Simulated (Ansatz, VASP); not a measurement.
Two plane-wave programs on AlH6

INCAR

```
PREC     = Accurate       # precision mode
ENCUT    = 600            # plane-wave cutoff, eV
EDIFF    = 1E-6           # SCF threshold, eV
ISMEAR   = 0              # smearing method
SIGMA    = 0.1            # smearing width, eV
LREAL    = F              # projectors in reciprocal space
LASPH    = T              # aspherical terms in the spheres
NELM     = 60             # most SCF steps
ALGO     = Normal         # electronic algorithm
ISIF     = 3              # what is computed and relaxed
LWAVE    = F              # write WAVECAR
LCHARG   = F              # write CHGCAR
GGA      = PE             # functional
IBRION   = 2              # ionic algorithm
NSW      = 90             # ionic steps
EDIFFG   = -0.04          # ionic threshold
```

KPOINTS

```
regular mesh
0
Gamma
  6 6 4
```

File POSCAR:

```
AlH6
1.0
    4.0060451700      0.0000000000      0.0000000000
   -2.0030225900      3.4693368900      0.0000000000
    0.0000000000      0.0000000000      3.7787190300
Al H
1 6
Direct
    0.0000000000      0.0000000000      0.4418860200
    0.4296435700      0.5703564300      0.3797126200
    0.4296435700      0.8592871300      0.3797126200
    0.1407128700      0.5703564300      0.3797126200
    0.0000000000      0.0000000000      0.7815209300
    0.3333333300      0.6666666700      0.8594320100
    0.3333333300      0.6666666700      0.1433413800
```

Input for Ansatz:

```yaml
crystal:
  lattice:
    - [4.00604517, 0.0, 0.0]
    - [-2.00302259, 3.46933689, 0.0]
    - [0.0, 0.0, 3.77871903]
  atoms:
    - { symbol: Al, position: [0.0, 0.0, 0.44188602] }
    - { symbol: H, position: [0.42964357, 0.57035643, 0.37971262] }
    - { symbol: H, position: [0.42964357, 0.85928713, 0.37971262] }
    - { symbol: H, position: [0.14071287, 0.57035643, 0.37971262] }
    - { symbol: H, position: [0.0, 0.0, 0.78152093] }
    - { symbol: H, position: [0.33333333, 0.66666667, 0.85943201] }
    - { symbol: H, position: [0.33333333, 0.66666667, 0.14334138] }
basis:
  ecutwfc: 420
kpoints:
  mp_grid: { grid: [6, 6, 4] }
hamiltonian:
  xc: pbe
scf:
  occupations: { method: gaussian, width: 0.1 }
  lower_state_search: "off"
output:
  forces: true
  stress: true
  eigenvalues: true
relax:
  adjacent_minimum: "off"
  f_tol: 0.04
  max_steps: 70
  cell: { stress_tol: 0.4 }
```

Alike in both runs: task relaxation of cell and atoms; functional PBE; k mesh 6 × 6 × 4; occupations gaussian, width 0.1 eV; no spin polarisation.

|  | VASP | Ansatz |
| --- | --- | --- |
| version | VASP 6.6.1 | Ansatz 0.2.0 |
| potentials or method | VASP PAW PBE potentials, release 64 (Al, H), cutoff 600 eV | scalar-relativistic, plane waves, PAW |
| valence electrons in the cell | 9 | 9 |

Ansatz gave:

- gap on the k mesh at the Fermi level, each at its own relaxed structure (eV): none
- relaxed volume (Å³/atom): 6.80
- relaxed cell length with the largest relative difference (Å): 3.845

Question: What did VASP give for the same quantities?

Answer: gap on the k mesh at the Fermi level, each at its own relaxed structure (eV): none; relaxed volume (Å³/atom): 6.78; relaxed cell length with the largest relative difference (Å): 3.839.

A gap of «none» marks a metal or a gap that the smearing closes.

The k mesh is coarse, so the values compare programs but aren't converged.
